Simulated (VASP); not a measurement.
# AlN (P6_3mc) in VASP: a series of runs

The runs below take AlN through single point, relaxation of cell and atoms, with PBEsol.

All numbers are computed with VASP 6.6.1; they aren't measurements. Logs are shortened: lines on timing, memory, paths and dates and some standing lists are left out, and cuts for length are marked.

**1. The cell of the first run**

Symmetry: P6_3mc, No. 186, hexagonal system. Conventional cell: a = 3.070 Å, b = 3.070 Å, c = 4.896 Å, α = 90.00°, β = 90.00°, γ = 120.00°. Within 2.5 Å of Al (site symmetry 3m) lie 4 N at 1.86 to 1.88 Å. Within 2.5 Å of N (site symmetry 3m) lie 4 Al at 1.86 to 1.88 Å.

**2. Single point, PBEsol**

The input, INCAR:

```
SYSTEM = AlN
PREC = Accurate
ENCUT = 520
EDIFF = 1E-6
ISMEAR = 0
SIGMA = 0.01
LREAL = .False.
LASPH = .True.
NELM = 60
ALGO = Normal
ISIF = 2
LWAVE = .False.
LCHARG = .False.
GGA = PS
NBANDS = 16
```

The input, KPOINTS:

```
regular mesh
0
Gamma
  9 9 6
  0 0 0
```

The input, POSCAR:

```
AlN
1.0
    3.0703597834      0.0000000000      0.0000000000
   -1.5351798917      2.6590095712      0.0000000000
    0.0000000000      0.0000000000      4.8964409212
Al N
2 2
Direct
    0.3333333333      0.6666666667     -0.0005179468
    0.6666666667      0.3333333333      0.4994820532
    0.3333333333      0.6666666667      0.3825179468
    0.6666666667      0.3333333333      0.8825179468
```

Potentials or basis: VASP PAW PBE potentials, release 64 (Al, N).

Run with:

```
$ cat potpaw_PBE.64/Al/POTCAR potpaw_PBE.64/N/POTCAR > POTCAR
$ mpirun -np 1 vasp_std > vasp.out
```

OUTCAR:

```text
SYSTEM = AlN
   PREC = Accurate
   ENCUT = 520
   EDIFF = 1E-6
   ISMEAR = 0
   LREAL = .False.
   LASPH = .True.
   NELM = 60
   ISIF = 2
   GGA = PS

 ion  position               nearest neighbor table
   1  0.333  0.667  0.999-   4 1.86   4 1.86   4 1.86   3 1.88   2 3.02   2 3.02   2 3.02   2 3.02
                             2 3.02   2 3.02
   2  0.667  0.333  0.499-   3 1.86   3 1.86   3 1.86   4 1.88   1 3.02   1 3.02   1 3.02   1 3.02
                             1 3.02   1 3.02
   3  0.333  0.667  0.383-   2 1.86   2 1.86   2 1.86   1 1.88
   4  0.667  0.333  0.883-   1 1.86   1 1.86   1 1.86   2 1.88

  LATTYP: Found a hexagonal cell.
 ALAT       =     3.0703597834
 C/A-ratio  =     1.5947450027

  Lattice vectors:

 A1 = (   3.0703597834,   0.0000000000,   0.0000000000)
 A2 = (  -1.5351798917,   2.6590095712,   0.0000000000)
 A3 = (   0.0000000000,   0.0000000000,   4.8964409212)

Analysis of symmetry for initial positions (statically):
=====================================================================
 Subroutine PRICEL returns:
 Original cell was already a primitive cell.

 Routine SETGRP: Setting up the symmetry group for a
 hexagonal supercell.

 Subroutine GETGRP returns: Found 12 space group operations
 (whereof  6 operations were pure point group operations)
 out of a pool of 24 trial point group operations.

The static configuration has the point symmetry C_3v.
 The point group associated with its full space group is C_6v.

Analysis of symmetry for dynamics (positions and initial velocities):
=====================================================================
 Subroutine PRICEL returns:
 Original cell was already a primitive cell.

 Routine SETGRP: Setting up the symmetry group for a
 hexagonal supercell.

 Subroutine GETGRP returns: Found 12 space group operations
 (whereof  6 operations were pure point group operations)
 out of a pool of 24 trial point group operations.

The dynamic configuration has the point symmetry C_3v.
 The point group associated with its full space group is C_6v.

 Subroutine INISYM returns: Found 12 space group operations
 (whereof  6 operations are pure point group operations),
 and found     1 'primitive' translations

----------------------------------------------------------------------------------------

                                     Primitive cell

  volume of cell :      39.9751

  direct lattice vectors                    reciprocal lattice vectors
     3.070359783  0.000000000  0.000000000     0.325694730  0.188039940  0.000000000
    -1.535179892  2.659009571  0.000000000     0.000000000  0.376079880  0.000000000
     0.000000000  0.000000000  4.896440921     0.000000000  0.000000000  0.204229974

  length of vectors
     3.070359783  3.070359783  4.896440921     0.376079880  0.376079880  0.204229974

  position of ions in fractional coordinates (direct lattice)
     0.333333333  0.666666667  0.999482053
     0.666666667  0.333333333  0.499482053
     0.333333333  0.666666667  0.382517947
     0.666666667  0.333333333  0.882517947

  ion indices of the primitive-cell ions
   primitive index   ion index
                 1           1
                 2           2
                 3           3
                 4           4

----------------------------------------------------------------------------------------

 KPOINTS: regular mesh

Automatic generation of k-mesh.
 Grid dimensions read from file:
 generate k-points for:    9    9    6

 Generating k-lattice:

  Cartesian coordinates                     Fractional coordinates (reciprocal lattice)
     0.036188303  0.020893327  0.000000000     0.111111111  0.000000000  0.000000000
     0.000000000  0.041786653  0.000000000     0.000000000  0.111111111  0.000000000
     0.000000000  0.000000000  0.034038329     0.000000000  0.000000000  0.166666667

  Length of vectors
     0.041786653  0.041786653  0.034038329

  Shift w.r.t. Gamma in fractional coordinates (k-lattice)
     0.000000000  0.000000000  0.000000000

 Subroutine IBZKPT returns following result:
 ===========================================

 Found     48 irreducible k-points:

 Following reciprocal coordinates:
            Coordinates               Weight
  0.000000  0.000000  0.000000      1.000000
  0.111111 -0.000000  0.000000      6.000000
  0.222222  0.000000  0.000000      6.000000
  0.333333  0.000000  0.000000      6.000000
  0.444444  0.000000  0.000000      6.000000
  0.111111  0.111111  0.000000      6.000000
[... 16 lines left out ...]
  0.333333  0.222222  0.166667     24.000000
  0.333333  0.333333  0.166667      4.000000
 [... further k-points ...]
   k-points           NKPTS =     48   k-points in BZ     NKDIM =     48   number of bands    NBANDS=     16
   number of dos      NEDOS =    301   number of ions     NIONS =      4
   total plane-waves  NPLWV =  20736
   dimension x,y,z NGX =    24 NGY =   24 NGZ =   36
   dimension x,y,z NGXF=    48 NGYF=   48 NGZF=   72
   ions per type =               2   2
   NGX,Y,Z   is equivalent  to a cutoff of  12.99, 12.99, 12.22 a.u.
   NGXF,Y,Z  is equivalent  to a cutoff of  25.99, 25.99, 24.45 a.u.
 SYSTEM =  AlN
   PREC   = accura    normal or accurate (medium, high low for compatibility)
   ISTART =      0    job   : 0-new  1-cont  2-samecut
   ICHARG =      2    charge: 1-file 2-atom 10-const
   ISPIN  =      1    spin polarized calculation?
   LNONCOLLINEAR =      F non collinear calculations
   LSORBIT =      F    spin-orbit coupling
   LASPH  =      T    aspherical Exc in radial PAW
   ENCUT  =  520.0 eV  38.22 Ry    6.18 a.u.   5.71  5.71  9.10*2*pi/ulx,y,z
   NELM   =     60;   NELMIN=  2; NELMDL= -5     # of ELM steps
   EDIFF  = 0.1E-05   stopping-criterion for ELM
   LREAL  =      F    real-space projection
   EDIFFG = 0.1E-04   stopping-criterion for IOM
   NSW    =      0    number of steps for IOM
   IBRION =     -1    ionic relax: 0-MD 1-quasi-New 2-CG
   NFREE  =      0    steps in history (QN), initial steepest desc. (CG)
   ISIF   =      2    stress and relaxation
   ISYM   =      2    0-nonsym 1-usesym 2-fastsym
   POTIM  = 0.5000    time-step for ionic-motion
   TEBEG  =    0.0;   TEEND  =   0.0 temperature during run
   PSTRESS=    0.0 pullay stress
   NELECT =      16.0000    total number of electrons
   NUPDOWN=      -1.0000    fix difference up-down
   EMIN   =  10.00;   EMAX   =-10.00  energy-range for DOS
   EFERMI =   0.00;   METHOD = LEGACY
   ISMEAR =     0;   SIGMA  =   0.01  broadening in eV -4-tet -1-fermi 0-gaus
   EFERMI_NEDOS =   21; number of points for ismear=-14 and -15
   IALGO  =     38    algorithm
   IMIX   =      4    mixing-type and parameters
     AMIX     =   0.40;   BMIX     =  1.00
     AMIX_MAG =   1.60;   BMIX_MAG =  1.00
  volume/ion in A,a.u.               =       9.99        67.44
  Fermi-wavevector in a.u.,A,eV,Ry     =   1.206475  2.279907 19.804389  1.455581
  Thomas-Fermi vector in A             =   2.342141
   LORBIT       =      0    0 simple, 1 ext, 2 COOP (PROOUT), +10 PAW based schemes
   GGA     = PS    functional components
   LHFCALC =     F    Hartree Fock is set to
   AEXX    =    0.0000 exact exchange contribution
   IVDW    =     0    specifies the selected vdW correction
   LEPSILON=     F    determine dielectric tensor
   LRPA    =     F    only Hartree local field effects (RPA)
 non-spin polarized calculation
 Gauss-broadening in eV      SIGMA  =   0.01
  energy-cutoff  :      520.00
  volume of cell :       39.98
 maximum number of plane-waves:      1092
 NGX is ok and might be reduce to    24
   NGX = 11   NGY = 11   NGZ = 19

 number of electron      15.9999996 magnetization

 Free energy of the ion-electron system (eV)
  ---------------------------------------------------
  ext. energy  EPLUGINS =         0.00000000
  ---------------------------------------------------
  free energy    TOTEN  =       -31.25497196 eV

  energy without entropy =      -31.25497196  energy(sigma->0) =      -31.25497196

 E-fermi :   6.6479     XC(G=0): -11.3005

 val. band max:        6.5288887376   @ k =   0.0000   0.0000   0.0000
 cond. band min:      11.0189719701   @ k =   0.0000   0.0000   0.0000
 fundamental gap:      4.4900832325
 Fermi energy:         6.6478928005

 k-point     1 :       0.0000    0.0000    0.0000
  band No.  band energies     occupation
      1      -8.9446      2.00000
      2      -6.6025      2.00000
      3       0.2527      2.00000
      4       5.5780      2.00000
      5       5.5780      2.00000
      6       6.2529      2.00000
[... 8 lines left out ...]
     15      19.9335      0.00000
     16      20.0164      0.00000

 k-point     2 :       0.1111   -0.0000    0.0000
  band No.  band energies     occupation
      1      -8.7783      2.00000
      2      -6.5088      2.00000
      3       0.4466      2.00000
      4       4.8523      2.00000
      5       5.3703      2.00000
      6       5.5767      2.00000
[... 8 lines left out ...]
     15      19.7259      0.00000
     16      19.9017      0.00000

 k-point     3 :       0.2222    0.0000    0.0000
  band No.  band energies     occupation
      1      -8.3051      2.00000
      2      -6.2740      2.00000
      3       1.0101      2.00000
      4       3.3009      2.00000
      5       4.2985      2.00000
      6       4.9474      2.00000
[... 8 lines left out ...]
     15      19.0396      0.00000
     16      19.5982      0.00000

 k-point     4 :       0.3333    0.0000    0.0000
  band No.  band energies     occupation
      1      -7.6174      2.00000
      2      -6.0488      2.00000
      3       1.8140      2.00000
      4       1.8780      2.00000
      5       3.0796      2.00000
      6       4.5562      2.00000
[... 8 lines left out ...]
     15      18.9929      0.00000
     16      21.1870      0.00000
[... 324 lines left out ...]
 k-point    22 :       0.2222    0.2222    0.1667
  band No.  band energies     occupation
      1      -7.1768      2.00000
      2      -6.0678      2.00000
      3       1.7226      2.00000
      4       1.9609      2.00000
      5       3.2971      2.00000
      6       3.7349      2.00000
[... 8 lines left out ...]
     15      19.0840      0.00000
     16      21.8148      0.00000

 k-point    23 :       0.3333    0.2222    0.1667
  band No.  band energies     occupation
      1      -6.6082      2.00000
      2      -6.0626      2.00000
      3       1.2737      2.00000
      4       2.0244      2.00000
      5       2.8477      2.00000
      6       3.9189      2.00000
[... 8 lines left out ...]
     15      19.4821      0.00000
     16      21.7374      0.00000

 k-point    24 :       0.3333    0.3333    0.1667
  band No.  band energies     occupation
      1      -6.2326      2.00000
      2      -6.2326      2.00000
      3       1.5221      2.00000
      4       2.1962      2.00000
      5       2.1962      2.00000
      6       3.6594      2.00000
[... 8 lines left out ...]
     15      19.6780      0.00000
     16      22.0691      0.00000

 [... further k-points ...]

------------------------ aborting loop because EDIFF is reached ----------------------------------------

  FORCE on cell =-STRESS in cart. coord.  units (eV):
  Direction    XX          YY          ZZ          XY          YZ          ZX
  --------------------------------------------------------------------------------------
  -------------------------------------------------------------------------------------
  Total        2.4980731      2.4980731      2.4969525      0.0000000     -0.0000000     -0.0000000
  in kB      100.1211998    100.1211998    100.0762834      0.0000000     -0.0000000     -0.0000000
  external PRESSURE =     100.1062277 kB  Pullay stress =       0.0000000 kB

 VOLUME and BASIS-vectors are now :
 -----------------------------------------------------------------------------
  energy-cutoff  :      520.00
  volume of cell :       39.98
      direct lattice vectors                 reciprocal lattice vectors
     3.070359783  0.000000000  0.000000000     0.325694730  0.188039940  0.000000000
    -1.535179892  2.659009571  0.000000000     0.000000000  0.376079880  0.000000000
     0.000000000  0.000000000  4.896440921     0.000000000  0.000000000  0.204229974

 POSITION                                       TOTAL-FORCE (eV/Angst)
 -----------------------------------------------------------------------------------
     -0.00000      1.77267      4.89390         0.000000     -0.000000     -0.000544
      1.53518      0.88634      2.44568        -0.000000      0.000000     -0.000544
     -0.00000      1.77267      1.87298         0.000000      0.000000      0.000544
      1.53518      0.88634      4.32120        -0.000000     -0.000000      0.000544
 -----------------------------------------------------------------------------------
    total drift:                               -0.000000      0.000000      0.000510

  FREE ENERGIE OF THE ION-ELECTRON SYSTEM (eV)
  ---------------------------------------------------
  free  energy   TOTEN  =       -31.2549719619 eV

  energy  without entropy=      -31.2549719619  energy(sigma->0) =      -31.25497196
```

It took 13 s on 1 thread of Intel Xeon Platinum 8488C (Sapphire Rapids), shared host; peak memory 0.16 GiB.

Results:

- Free energy: -31.2550 eV
- Pressure: 10.0 GPa
- Band gap on the k mesh: 4.49 eV

Levels at points of the mesh, in eV from the valence-band top:
```csv
k point,band 6,band 7,band 8,band 9,band 10,band 11
"(0.00, 0.00, 0.00)",-0.28,-0.28,0.00,4.49,6.89,10.86
"(0.00, 0.00, 0.50)",-0.62,-0.62,-0.62,6.73,6.73,10.56
```

Caveat: the cell stands under pressure; the PAW data sets were made with another functional, which shifts forces and pressure a little; an odd mesh through Γ misses points on the zone boundary, where band edges can lie.

[end of part 1 of 2]
